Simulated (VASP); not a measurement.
Runs of VASP 6.6.1 on C. The structure is that of space group Im-3m (No. 229), or close to it. The cells are those of the table. 

```csv
task,cell,k mesh,cutoff (eV),gap on the mesh (eV),pressure (GPa)
relaxation of cell and atoms,"relaxed from a = 2.048 Å, angles 109.5°, 1 atom",18 × 18 × 18,600,none,0.0
single point,"a = 2.105 Å, angles 109.5°, 1 atom",20 × 20 × 20,520,none,6.0
single point,"a = 2.134 Å, angles 109.5°, 1 atom",20 × 20 × 20,520,none,(a)
single point,"a = 2.076 Å, angles 109.5°, 1 atom",20 × 20 × 20,520,none,13.2
single point,"a = 2.134 Å, angles 109.5°, 1 atom",29 × 29 × 29,520,none,0.3
```

Alike in all rows: level BLYP; potentials or basis VASP PAW PBE potentials, release 64 (C); no spin polarisation; smearing fermi-dirac 0.1 eV.

Q: Fill in the values left out.

A: (a) 0.1.

Caveats: the PAW data sets were made with another functional, which shifts forces and pressure a little.

A gap of «none» marks levels without a gap at the run's occupations.
